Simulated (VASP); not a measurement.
# P (P4/mmm) in VASP: notebook

The runs below take P through single point, with PBE.

Everything below comes from runs of VASP 6.6.1. Logs are shortened: lines on timing, memory, paths and dates and some standing lists are left out, and cuts for length are marked.

## Step 1: The cell of the first run

It takes space group P4/mmm (No. 123, tetragonal). Conventional cell: a = 4.273 Å, b = 4.273 Å, c = 4.378 Å, α = 90.00°, β = 90.00°, γ = 90.00°. Within 5.6 Å of P (site symmetry 4/mmm) lie 6 P at 4.27 to 4.38 Å.

## Step 2: Single point, PBE

File INCAR:

```
  PREC = Accurate
  ENCUT = 520
  EDIFF = 1E-6
  ISMEAR = -1
  SIGMA = 0.03
  LREAL = False
  LASPH = True
  NELM = 60
  ALGO = Normal
  ISIF = 2
  LWAVE = False
  LCHARG = False
  GGA = PE
  NBANDS = 8
```

File KPOINTS:

```
Automatic mesh
0
Gamma
  8 8 8
```

File POSCAR:

```
P
1.0
    4.2729048574      0.0000000000      0.0000000000
    0.0000000000      4.2729048574      0.0000000000
    0.0000000000      0.0000000000      4.3780000000
P
1
Direct
    0.0000000000      0.0000000000      0.0000000000
```

Potentials or basis: VASP PAW PBE potentials, release 64 (P).

On the command line:

```console
> cat potpaw_PBE.64/P/POTCAR > POTCAR
> mpirun -np 1 vasp_std > vasp.out
```

OUTCAR:

```text
PREC = Accurate
   ENCUT = 520
   EDIFF = 1E-6
   ISMEAR = -1
   LREAL = False
   LASPH = True
   NELM = 60
   ISIF = 2
   GGA = PE

 ion  position               nearest neighbor table
   1  0.000  0.000  0.000-

  LATTYP: Found a simple tetragonal cell.
 ALAT       =     4.2729048574
 C/A-ratio  =     1.0245957132

  Lattice vectors:

 A1 = (   4.2729048574,   0.0000000000,   0.0000000000)
 A2 = (   0.0000000000,   4.2729048574,   0.0000000000)
 A3 = (   0.0000000000,   0.0000000000,   4.3780000000)

Analysis of symmetry for initial positions (statically):
=====================================================================
 Subroutine PRICEL returns:
 Original cell was already a primitive cell.

 Routine SETGRP: Setting up the symmetry group for a
 simple tetragonal supercell.

 Subroutine GETGRP returns: Found 16 space group operations
 (whereof 16 operations were pure point group operations)
 out of a pool of 16 trial point group operations.

The static configuration has the point symmetry D_4h.

Analysis of symmetry for dynamics (positions and initial velocities):
=====================================================================
 Subroutine PRICEL returns:
 Original cell was already a primitive cell.

 Routine SETGRP: Setting up the symmetry group for a
 simple tetragonal supercell.

 Subroutine GETGRP returns: Found 16 space group operations
 (whereof 16 operations were pure point group operations)
 out of a pool of 16 trial point group operations.

The dynamic configuration has the point symmetry D_4h.

 Subroutine INISYM returns: Found 16 space group operations
 (whereof 16 operations are pure point group operations),
 and found     1 'primitive' translations

----------------------------------------------------------------------------------------

                                     Primitive cell

  volume of cell :      79.9323

  direct lattice vectors                    reciprocal lattice vectors
     4.272904857  0.000000000  0.000000000     0.234032826  0.000000000  0.000000000
     0.000000000  4.272904857  0.000000000     0.000000000  0.234032826  0.000000000
     0.000000000  0.000000000  4.378000000     0.000000000  0.000000000  0.228414801
[... 74 lines left out ...]
   ISTART =      0    job   : 0-new  1-cont  2-samecut
   ICHARG =      2    charge: 1-file 2-atom 10-const
   ISPIN  =      1    spin polarized calculation?
   LNONCOLLINEAR =      F non collinear calculations
   LSORBIT =      F    spin-orbit coupling
   LASPH  =      T    aspherical Exc in radial PAW
   ENCUT  =  520.0 eV  38.22 Ry    6.18 a.u.   7.94  7.94  8.14*2*pi/ulx,y,z
   NELM   =     60;   NELMIN=  2; NELMDL= -5     # of ELM steps
   EDIFF  = 0.1E-05   stopping-criterion for ELM
   LREAL  =      F    real-space projection
   EDIFFG = 0.1E-04   stopping-criterion for IOM
   NSW    =      0    number of steps for IOM
   IBRION =     -1    ionic relax: 0-MD 1-quasi-New 2-CG
   NFREE  =      0    steps in history (QN), initial steepest desc. (CG)
   ISIF   =      2    stress and relaxation
   ISYM   =      2    0-nonsym 1-usesym 2-fastsym
   POTIM  = 0.5000    time-step for ionic-motion
   TEBEG  =    0.0;   TEEND  =   0.0 temperature during run
   PSTRESS=    0.0 pullay stress
   NELECT =       5.0000    total number of electrons
   NUPDOWN=      -1.0000    fix difference up-down
   EMIN   =  10.00;   EMAX   =-10.00  energy-range for DOS
   EFERMI =   0.00;   METHOD = LEGACY
   ISMEAR =    -1;   SIGMA  =   0.03  broadening in eV -4-tet -1-fermi 0-gaus
   EFERMI_NEDOS =   21; number of points for ismear=-14 and -15
   IALGO  =     38    algorithm
   IMIX   =      4    mixing-type and parameters
     AMIX     =   0.40;   BMIX     =  1.00
     AMIX_MAG =   1.60;   BMIX_MAG =  1.00
  volume/ion in A,a.u.               =      79.93       539.41
  Fermi-wavevector in a.u.,A,eV,Ry     =   0.649866  1.228069  5.746099  0.422326
  Thomas-Fermi vector in A             =   1.718961
   LORBIT       =      0    0 simple, 1 ext, 2 COOP (PROOUT), +10 PAW based schemes
   GGA     = PE    functional components
   LHFCALC =     F    Hartree Fock is set to
   AEXX    =    0.0000 exact exchange contribution
   IVDW    =     0    specifies the selected vdW correction
   LEPSILON=     F    determine dielectric tensor
   LRPA    =     F    only Hartree local field effects (RPA)
 non-spin polarized calculation
  energy-cutoff  :      520.00
  volume of cell :       79.93
 maximum number of plane-waves:      2208
 NGX is ok and might be reduce to    32
   NGX = 15   NGY = 15   NGZ = 17

 number of electron       4.9999999 magnetization

 Free energy of the ion-electron system (eV)
  ---------------------------------------------------
  ext. energy  EPLUGINS =         0.00000000
  ---------------------------------------------------
  free energy    TOTEN  =        -1.12951966 eV

  energy without entropy =       -1.11495330  energy(sigma->0) =       -1.12223648

 E-fermi :  -3.0574     XC(G=0):  -4.9488

 val. band max:       -3.0581152207   @ k =   0.3750   0.1250   0.2500
 cond. band min:      -3.0497177198   @ k =   0.5000   0.0000   0.2500
 fundamental gap:      0.0083975008
 Fermi energy:        -3.0573560814

 k-point     1 :       0.0000    0.0000    0.0000
  band No.  band energies     occupation
      1     -11.8152      2.00000
      2      -2.6169      0.00000
      3      -2.5107      0.00000
      4      -2.5107      0.00000
      5       1.6706      0.00000
      6       4.4634      0.00000
      7       4.5450      0.00000
      8       8.9780      0.00000
[... 243 lines left out ...]
 k-point    24 :       0.5000    0.1250    0.1250
  band No.  band energies     occupation
      1     -11.6068      2.00000
      2      -3.7970      2.00000
      3      -2.6362      0.00000
      4      -2.5577      0.00000
      5       4.1019      0.00000
      6       4.1482      0.00000
      7       5.6217      0.00000
      8       5.8448      0.00000

 [... further k-points ...]
[... 5 lines left out ...]
  --------------------------------------------------------------------------------------
  -------------------------------------------------------------------------------------
  Total       -1.8598002     -1.8598002     -1.6785627      0.0000000     -0.0000000      0.0000000
  in kB      -37.2781776    -37.2781776    -33.6454186      0.0000000     -0.0000000      0.0000000
  external PRESSURE =     -36.0672579 kB  Pullay stress =       0.0000000 kB

 VOLUME and BASIS-vectors are now :
 -----------------------------------------------------------------------------
  energy-cutoff  :      520.00
  volume of cell :       79.93
      direct lattice vectors                 reciprocal lattice vectors
     4.272904857  0.000000000  0.000000000     0.234032826  0.000000000  0.000000000
     0.000000000  4.272904857  0.000000000     0.000000000  0.234032826  0.000000000
     0.000000000  0.000000000  4.378000000     0.000000000  0.000000000  0.228414801

 POSITION                                       TOTAL-FORCE (eV/Angst)
 -----------------------------------------------------------------------------------
      0.00000      0.00000      0.00000         0.000000      0.000000      0.000000
 -----------------------------------------------------------------------------------
    total drift:                                0.000000      0.000000     -0.000000

  FREE ENERGIE OF THE ION-ELECTRON SYSTEM (eV)
  ---------------------------------------------------
  free  energy   TOTEN  =        -1.1295196592 eV

  energy  without entropy=       -1.1149533013  energy(sigma->0) =       -1.12223648
```

OSZICAR:

```text
N       E                     dE             d eps       ncg     rms          rms(c)
DAV:   1     0.766252340965E+01    0.76625E+01   -0.12615E+03  1200   0.355E+02
DAV:   2    -0.738179130809E+00   -0.84007E+01   -0.83273E+01  1632   0.451E+01
DAV:   3    -0.114182554516E+01   -0.40365E+00   -0.38589E+00  1464   0.101E+01
DAV:   4    -0.114569779871E+01   -0.38723E-02   -0.38671E-02  2096   0.114E+00
DAV:   5    -0.114570098383E+01   -0.31851E-05   -0.31854E-05  1592   0.277E-02    0.537E-01
DAV:   6    -0.113162955205E+01    0.14071E-01   -0.25133E-02  1704   0.589E-01    0.272E-01
DAV:   7    -0.112884588391E+01    0.27837E-02   -0.23166E-02  1528   0.593E-01    0.139E-01
DAV:   8    -0.112949685540E+01   -0.65097E-03   -0.82432E-04  1688   0.157E-01    0.187E-02
DAV:   9    -0.112950486345E+01   -0.80081E-05   -0.37039E-06  1824   0.137E-02    0.706E-03
DAV:  10    -0.112951811543E+01   -0.13252E-04   -0.10895E-05  1408   0.205E-02    0.190E-03
DAV:  11    -0.112951954096E+01   -0.14255E-05   -0.17373E-06  1512   0.794E-03    0.739E-04
DAV:  12    -0.112951965917E+01   -0.11821E-06   -0.73310E-08  1696   0.156E-03
   1 F= -.11295197E+01 E0= -.11222365E+01  d E =-.145664E-01
```

stdout:

```text
POSCAR found type information on POSCAR P
 POSCAR found :  1 types and       1 ions
 scaLAPACK will be used
 LDA part: xc-table for (Slater+PW92), standard interpolation
 POSCAR, INCAR and KPOINTS ok, starting setup
 FFT: planning ... GRIDC
 FFT: planning ... GRID_SOFT
 FFT: planning ... GRID
 WAVECAR not read
 entering main loop
```

Run time: 31 s. Hardware: 1 thread of Intel Xeon 8259CL, shared host; peak memory 0.19 GiB.

What came out:

* Free energy: -1.1295 eV
* Pressure: -3.6 GPa
* Band gap on the k mesh: zero (an odd number of electrons rules out a gap without spin polarisation)

Stress tensor (GPa, compression positive):
```
-3.73  0.00  0.00
 0.00 -3.73  0.00
 0.00  0.00 -3.36
```

Caveat: the cell stands under tension.

## Step 3: Single point, PBE (82.33 Å³/atom)

This run uses another cell than the first one, of 82.33 Å³/atom.

File INCAR:

```
ALGO = Normal
EDIFF = 1E-7
ENCUT = 520
GGA = PE
ISIF = 2
ISMEAR = -1
LASPH = T
LCHARG = F
LREAL = F
LWAVE = F
NBANDS = 8
NELM = 80
PREC = Accurate
SIGMA = 0.03
```

File KPOINTS:

```
k-points
0
Gamma
  8 8 8
```

File POSCAR:

```
P
1.0
    4.3152135976      0.0000000000      0.0000000000
    0.0000000000      4.3152135976      0.0000000000
    0.0000000000      0.0000000000      4.4213493539
P
1
Direct
    0.0000000000      0.0000000000      0.0000000000
```

Potentials or basis: VASP PAW PBE potentials, release 64 (P).

On the command line:

```console
> cat potpaw_PBE.64/P/POTCAR > POTCAR
> mpirun -np 1 vasp_std > vasp.out
```

Run time: 32 s. Hardware: 1 thread of Intel Xeon 8259CL, shared host; peak memory 0.19 GiB.

It converged, with:

| Item | Value |
| --- | --- |
| Free energy | -1.0773 eV |
| Pressure | -3.4 GPa |
| Band gap on the k mesh | zero (an odd number of electrons rules out a gap without spin polarisation) |

Stress tensor (GPa, compression positive):
```
-3.50  0.00  0.00
 0.00 -3.50  0.00
 0.00  0.00 -3.15
```

Levels at points of the mesh, in eV from the Fermi level:
| k point | band 1 | band 2 | band 3 | band 4 | band 5 |
| --- | --- | --- | --- | --- | --- |
| (0.00, 0.00, 0.00) | -8.74 | 0.42 | 0.52 | 0.52 | 4.69 |
| (0.50, 0.00, 0.00) | -8.58 | -0.77 | 0.56 | 0.65 | 6.54 |
| (0.50, 0.50, 0.00) | -8.44 | -0.50 | -0.50 | 0.68 | 5.96 |
| (0.00, 0.00, 0.50) | -8.61 | -0.73 | 0.63 | 0.63 | 6.51 |
| (0.50, 0.00, 0.50) | -8.47 | -0.53 | -0.45 | 0.75 | 5.95 |
| (0.50, 0.50, 0.50) | -8.33 | -0.30 | -0.30 | -0.22 | 6.95 |

Caveat: the cell stands under tension.
